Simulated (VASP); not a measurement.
## Si4N: single point with PBE+D3(BJ)

The system is Si4N, a slab with vacuum.

```
CELL_PARAMETERS angstrom
3.83334 0.00000 0.00000
0.00000 3.83334 0.00000
0.00000 0.00000 21.10348
ATOMIC_POSITIONS crystal
Si 0.00000 0.50000 0.18954
Si 0.00000 0.00000 0.25376
Si 0.50000 0.00000 0.32071
Si 0.50000 0.50000 0.38399
N 0.00000 0.00000 0.48824
```

| Item | Value |
| --- | --- |
| Program | VASP 6.6.1 |
| Task | single point |
| Functional | PBE |
| Dispersion | D3(BJ) |
| Potentials or basis | VASP PAW PBE potentials, release 64 (Si, N) |
| Cutoff | 520 eV |
| k mesh | 7 × 7 × 1 |
| Occupations | gaussian, width 0.05 eV |
| Spin | collinear spin, ferromagnetic start |
| Starting moments | [0.0, 0.0, 0.0, 0.0, 3.0] μB |

```
Largest force                                         : 0.333 eV/Å
Net moment                                            : 2.63 μB per cell
Site moments                                          : Si +0.00, -0.01, +0.01, -0.04; N +1.84 μB
Valence electrons inside the program's atomic spheres : Si 1.58, 1.67, 1.57 (each value once); N 3.28
Dispersion energy per atom                            : -0.207 eV
```

Forces in eV/Å, atoms in the order of the input:
```
Si   0.000  0.000  0.091
Si   0.000  0.000  0.064
Si   0.000  0.000 -0.079
Si   0.000  0.000  0.256
N    0.000  0.000 -0.333
```

Levels at points of the mesh, in eV from the Fermi level:
Spin up:
```tsv
k point	band 10	band 11	band 12	band 13	band 14	band 15
(0.00, 0.00, 0.00)	-1.35	-0.55	0.61	1.36	1.83	1.98
```
Spin down:
| k point | band 5 | band 6 | band 7 | band 8 | band 9 | band 10 | band 11 | band 12 | band 13 | band 14 |
| --- | --- | --- | --- | --- | --- | --- | --- | --- | --- | --- |
| (0.00, 0.00, 0.00) | -1.97 | -1.71 | -1.65 | -0.61 | 0.29 | 1.17 | 1.55 | 1.79 | 1.89 | 1.95 |

It took 3 min on 1 thread of AMD EPYC 9R45 96-Core Processor (Zen 5) (shared host), peak memory 0.54 GiB.
